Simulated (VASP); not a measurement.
# GaN (Fm-3m) in VASP: notebook

GaN is run at these levels: HSE06, PBE0; tasks: single point.

Everything below comes from runs of VASP 6.6.1. Logs are shortened: lines on timing, memory, paths and dates and some standing lists are left out, and cuts for length are marked.

### 1 The cell of the first run

The structure is cubic, space group Fm-3m (No. 225). Conventional cell: a = 4.217 Å, b = 4.217 Å, c = 4.217 Å, α = 90.00°, β = 90.00°, γ = 90.00°. Within 2.8 Å of Ga (site symmetry m-3m) lie 6 N at 2.11 Å. Within 2.8 Å of N (site symmetry m-3m) lie 6 Ga at 2.11 Å.

### 2 Single point, HSE06

POSCAR reads:

```
GaN
1.0
    0.0000000000      2.1085152343      2.1085152343
    2.1085152343      0.0000000000      2.1085152343
    2.1085152343      2.1085152343      0.0000000000
Ga N
1 1
Direct
    0.0000000000      0.0000000000      0.0000000000
    0.5000000000      0.5000000000      0.5000000000
```

INCAR.step1 reads:

```
ALGO = Normal
EDIFF = 1E-5
ENCUT = 520
GGA = PE
ISIF = 2
ISMEAR = 0
LASPH = True
LREAL = False
LWAVE = True
NBANDS = 16
NELM = 80
PREC = Accurate
SIGMA = 0.01
```

INCAR.step2 reads:

```
ALGO = Normal
EDIFF = 1E-6
ENCUT = 520
GGA = PE
HFSCREEN = 0.2079
ISIF = 2
ISMEAR = 0
ISTART = 1
LASPH = True
LCHARG = True
LELF = True
LHFCALC = True
LREAL = False
LVHAR = True
LWAVE = False
NBANDS = 16
NELM = 80
PREC = Accurate
PRECFOCK = Normal
SIGMA = 0.01
```

KPOINTS reads:

```
k-points
0
Gamma
  6 6 6
```

Potentials or basis: VASP PAW PBE potentials, release 64 (Ga_d, N).

Run with:

```console
$ cat potpaw_PBE.64/Ga_d/POTCAR potpaw_PBE.64/N/POTCAR > POTCAR
$ cp INCAR.step1 INCAR
$ mpirun -np 1 vasp_std > vasp.out
$ cp INCAR.step2 INCAR
$ mpirun -np 1 vasp_std > vasp.out
```

OUTCAR:

```text
EDIFF = 1E-6
   ENCUT = 520
   GGA = PE
   HFSCREEN = 0.2079
   ISIF = 2
   ISMEAR = 0
   ISTART = 1
   LASPH = True
   LHFCALC = True
   LREAL = False
   NELM = 80
   PREC = Accurate
   PRECFOCK = Normal

 ion  position               nearest neighbor table
   1  0.000  0.000  0.000-   2 2.11   2 2.11   2 2.11   2 2.11   2 2.11   2 2.11
   2  0.500  0.500  0.500-   1 2.11   1 2.11   1 2.11   1 2.11   1 2.11   1 2.11

  LATTYP: Found a face centered cubic cell.
 ALAT       =     4.2170304686

  Lattice vectors:

 A1 = (   0.0000000000,   2.1085152343,   2.1085152343)
 A2 = (   2.1085152343,   0.0000000000,   2.1085152343)
 A3 = (   2.1085152343,   2.1085152343,   0.0000000000)

Analysis of symmetry for initial positions (statically):
=====================================================================
 Subroutine PRICEL returns:
 Original cell was already a primitive cell.

 Routine SETGRP: Setting up the symmetry group for a
 face centered cubic supercell.

 Subroutine GETGRP returns: Found 48 space group operations
 (whereof 48 operations were pure point group operations)
 out of a pool of 48 trial point group operations.

The static configuration has the point symmetry O_h .

Analysis of symmetry for dynamics (positions and initial velocities):
=====================================================================
 Subroutine PRICEL returns:
 Original cell was already a primitive cell.

 Routine SETGRP: Setting up the symmetry group for a
 face centered cubic supercell.

 Subroutine GETGRP returns: Found 48 space group operations
 (whereof 48 operations were pure point group operations)
 out of a pool of 48 trial point group operations.

The dynamic configuration has the point symmetry O_h .

 Subroutine INISYM returns: Found 48 space group operations
 (whereof 48 operations are pure point group operations),
 and found     1 'primitive' translations

----------------------------------------------------------------------------------------

                                     Primitive cell

  volume of cell :      18.7482

  direct lattice vectors                    reciprocal lattice vectors
     0.000000000  2.108515234  2.108515234    -0.237133691  0.237133691  0.237133691
     2.108515234  0.000000000  2.108515234     0.237133691 -0.237133691  0.237133691
     2.108515234  2.108515234  0.000000000     0.237133691  0.237133691 -0.237133691
[... 81 lines left out ...]
   ISIF   =      2    stress and relaxation
   ISYM   =      3    0-nonsym 1-usesym 2-fastsym
   POTIM  = 0.5000    time-step for ionic-motion
   TEBEG  =    0.0;   TEEND  =   0.0 temperature during run
   PSTRESS=    0.0 pullay stress
   NELECT =      18.0000    total number of electrons
   NUPDOWN=      -1.0000    fix difference up-down
   EMIN   =  10.00;   EMAX   =-10.00  energy-range for DOS
   EFERMI =   0.00;   METHOD = LEGACY
   ISMEAR =     0;   SIGMA  =   0.01  broadening in eV -4-tet -1-fermi 0-gaus
   EFERMI_NEDOS =   21; number of points for ismear=-14 and -15
   IALGO  =     38    algorithm
   IMIX   =      1    mixing-type and parameters
     AMIX     =   0.40;   BMIX     =  1.00
     AMIX_MAG =   1.60;   BMIX_MAG =  1.00
  volume/ion in A,a.u.               =       9.37        63.26
  Fermi-wavevector in a.u.,A,eV,Ry     =   1.615024  3.051952 35.488101  2.608302
  Thomas-Fermi vector in A             =   2.709838
   LORBIT       =      0    0 simple, 1 ext, 2 COOP (PROOUT), +10 PAW based schemes
   GGA     = PE    functional components
   LHFCALC =     T    Hartree Fock is set to
   PRECFOCK=normal    Normal, Fast or Accurate (Low or Medium for compatibility)
   ENCUT4O =  -1.0   cutoff for four orbital integrals eV
   NKREDX  =     1    reduce k-point grid by
   NKREDY  =     1    reduce k-point grid by
   NKREDZ  =     1    reduce k-point grid by
   AEXX    =    0.2500 exact exchange contribution
   HFSCREEN=    0.2079 screening length (either q_TF or 0.3 A-1)
   HFSCREENC=   0.2079 screening length for correlation (either q_TF or 0.3 A-1)
   ENCUTFOCK=  -1.0 apply spherical cutoff to Coloumb kernel
   IVDW    =     0    specifies the selected vdW correction
   LEPSILON=     F    determine dielectric tensor
   LRPA    =     F    only Hartree local field effects (RPA)
 non-spin polarized calculation
 Gauss-broadening in eV      SIGMA  =   0.01
  energy-cutoff  :      520.00
  volume of cell :       18.75
 maximum number of plane-waves:       531
 NGX is ok and might be reduce to    24
  NGX = 18; NGY = 18; NGZ = 18

 number of electron      18.0000008 magnetization

 Free energy of the ion-electron system (eV)
  ---------------------------------------------------
  ext. energy  EPLUGINS =         0.00000000
  ---------------------------------------------------
  free energy    TOTEN  =       -13.77993662 eV

  energy without entropy =      -13.77993662  energy(sigma->0) =      -13.77993662

 E-fermi :   7.2803     XC(G=0): -10.6808

 val. band max:        7.2345159098   @ k =  -0.1667   0.1667   0.0000
 cond. band min:       9.1229296937   @ k =   0.5000   0.5000   0.0000
 fundamental gap:      1.8884137838
 Fermi energy:         7.2803256054

 k-point     1 :       0.0000    0.0000    0.0000
  band No.  band energies     occupation
      1     -11.7767      2.00000
      2      -9.0314      2.00000
      3      -9.0314      2.00000
      4      -9.0314      2.00000
      5      -8.9941      2.00000
      6      -8.9941      2.00000
[... 281 lines left out ...]
      3      -9.0098      2.00000
      4      -8.9004      2.00000
      5      -8.7595      2.00000
      6      -5.5649      2.00000
[... 8 lines left out ...]
     15      30.9854      0.00000
     16      37.1152      0.00000

------------------------ aborting loop because EDIFF is reached ----------------------------------------

  FORCE on cell =-STRESS in cart. coord.  units (eV):
  Direction    XX          YY          ZZ          XY          YZ          ZX
  --------------------------------------------------------------------------------------
  -------------------------------------------------------------------------------------
  Total       -0.0469164     -0.0469164     -0.0469164      0.0000000      0.0000000     -0.0000000
  in kB       -4.0093632     -4.0093632     -4.0093632      0.0000000      0.0000000     -0.0000000
  external PRESSURE =      -4.0093632 kB  Pullay stress =       0.0000000 kB

 VOLUME and BASIS-vectors are now :
 -----------------------------------------------------------------------------
  energy-cutoff  :      520.00
  volume of cell :       18.75
      direct lattice vectors                 reciprocal lattice vectors
     0.000000000  2.108515234  2.108515234    -0.237133691  0.237133691  0.237133691
     2.108515234  0.000000000  2.108515234     0.237133691 -0.237133691  0.237133691
     2.108515234  2.108515234  0.000000000     0.237133691  0.237133691 -0.237133691

 POSITION                                       TOTAL-FORCE (eV/Angst)
 -----------------------------------------------------------------------------------
      0.00000      0.00000      0.00000         0.000000     -0.000000     -0.000000
      2.10852      2.10852      2.10852         0.000000      0.000000      0.000000
 -----------------------------------------------------------------------------------
    total drift:                               -0.000000     -0.000000     -0.000000

  FREE ENERGIE OF THE ION-ELECTRON SYSTEM (eV)
  ---------------------------------------------------
  free  energy   TOTEN  =       -13.7799366185 eV

  energy  without entropy=      -13.7799366185  energy(sigma->0) =      -13.77993662
```

OSZICAR.step1:

```text
N       E                     dE             d eps       ncg     rms          rms(c)
DAV:   1     0.707925804835E+02    0.70793E+02   -0.91649E+03   584   0.209E+03
DAV:   2    -0.878189955229E+01   -0.79574E+02   -0.73797E+02   600   0.312E+02
DAV:   3    -0.129798475853E+02   -0.41979E+01   -0.41889E+01   568   0.619E+01
DAV:   4    -0.130147647300E+02   -0.34917E-01   -0.34915E-01   680   0.597E+00
DAV:   5    -0.130151182194E+02   -0.35349E-03   -0.35349E-03   584   0.554E-01    0.738E+00
DAV:   6    -0.111964674914E+02    0.18187E+01   -0.43655E+00   744   0.400E+01    0.237E+00
DAV:   7    -0.111872961432E+02    0.91713E-02   -0.21845E-01   560   0.503E+00    0.158E+00
DAV:   8    -0.111742198631E+02    0.13076E-01   -0.30604E-02   616   0.211E+00    0.513E-01
DAV:   9    -0.111724549448E+02    0.17649E-02   -0.59877E-03   616   0.184E+00    0.107E-01
DAV:  10    -0.111724814830E+02   -0.26538E-04   -0.49703E-04   592   0.255E-01    0.164E-02
DAV:  11    -0.111724756084E+02    0.58745E-05   -0.34968E-05   600   0.638E-02
   1 F= -.11172476E+02 E0= -.11172476E+02  d E =-.110162E-32
```

It took 20 min on 1 thread of AMD EPYC 7R13 (Zen 3), shared host; peak memory 0.22 GiB.

What came out:

- Free energy: -13.7799 eV
- Pressure: -0.4 GPa
- Band gap on the k mesh: 1.89 eV (least direct gap 4.16 eV)

Caveat: the k points lie up to 0.43 Å⁻¹ apart; the structure was generated, so it needn't be the stable form of GaN; the PAW data sets were made with another functional, which shifts forces and pressure a little.

### 3 Single point, PBE0

POSCAR is that of step 2.

INCAR.step1 reads:

```
  PREC = Accurate
  ENCUT = 520
  EDIFF = 1E-5
  ISMEAR = 0
  SIGMA = 0.01
  LREAL = F
  LASPH = T
  NELM = 60
  ALGO = Normal
  ISIF = 2
  LWAVE = T
  LCHARG = F
  GGA = PE
  NBANDS = 16
```

INCAR.step2 reads:

```
  PREC = Accurate
  ENCUT = 520
  EDIFF = 1E-6
  ISMEAR = 0
  SIGMA = 0.01
  LREAL = F
  LASPH = T
  NELM = 60
  ALGO = Normal
  ISIF = 2
  LWAVE = F
  LCHARG = F
  GGA = PE
  LHFCALC = T
  AEXX = 0.25
  PRECFOCK = Normal
  ISTART = 1
  NBANDS = 16
```

KPOINTS reads:

```
Automatic mesh
0
Gamma
  6 6 6
```

Potentials or basis: VASP PAW PBE potentials, release 64 (Ga_d, N).

Run with:

```console
$ cat potpaw_PBE.64/Ga_d/POTCAR potpaw_PBE.64/N/POTCAR > POTCAR
$ cp INCAR.step1 INCAR
$ mpirun -np 1 vasp_std > vasp.out
$ cp INCAR.step2 INCAR
$ mpirun -np 1 vasp_std > vasp.out
```

It took 20 min on 1 thread of AMD EPYC 7R13 (Zen 3), shared host; peak memory 0.12 GiB.

Results (log left out):

* Free energy: -14.7030 eV
* Pressure: -0.7 GPa
* Band gap on the k mesh: 2.62 eV (least direct gap 4.89 eV)

Levels at points of the mesh, in eV from the valence-band top:
| k point | band 7 | band 8 | band 9 | band 10 | band 11 | band 12 |
| --- | --- | --- | --- | --- | --- | --- |
| (0.00, 0.00, 0.00) | -0.54 | -0.54 | -0.54 | 4.36 | 16.96 | 16.96 |
| (0.50, 0.00, 0.00) | -9.03 | -0.22 | -0.22 | 6.72 | 11.40 | 11.40 |
| (0.50, 0.50, 0.00) | -7.82 | -3.32 | -3.32 | 2.62 | 9.71 | 14.83 |

Caveat: the k points lie up to 0.43 Å⁻¹ apart; the structure was generated, so it needn't be the stable form of GaN; the PAW data sets were made with another functional, which shifts forces and pressure a little.
